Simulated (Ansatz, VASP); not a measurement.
Two plane-wave programs on AlCl3

```
CELL_PARAMETERS angstrom
13.59215 0.00000 0.00000
0.00000 14.09215 0.00000
0.00000 0.00000 14.59215
ATOMIC_POSITIONS crystal
Al 0.50296 0.50475 0.50070
Cl 0.41049 0.43075 0.58901
Cl 0.53606 0.44918 0.37228
Cl 0.56233 0.63432 0.54079
```

Alike in both runs: task single point; functional r2SCAN; k mesh 1 × 1 × 1; occupations gaussian, width 0.005 eV; no spin polarisation.

```csv
,VASP,Ansatz
version,VASP 6.6.1,Ansatz 0.2.0
potentials or method,"VASP PAW PBE potentials, release 64 (Al, Cl)","scalar-relativistic, plane waves, PAW"
plane-wave cutoff (eV),440,500
valence electrons in the cell,24,24
```

```tsv
	VASP	Ansatz	Ansatz less VASP
rms of the force components (eV/Å)	0.147	0.124	-0.0232
```

VASP's potentials were made for PBE, not for r2SCAN. Atom by atom the forces differ by 0.023 eV/Å (rms over components).
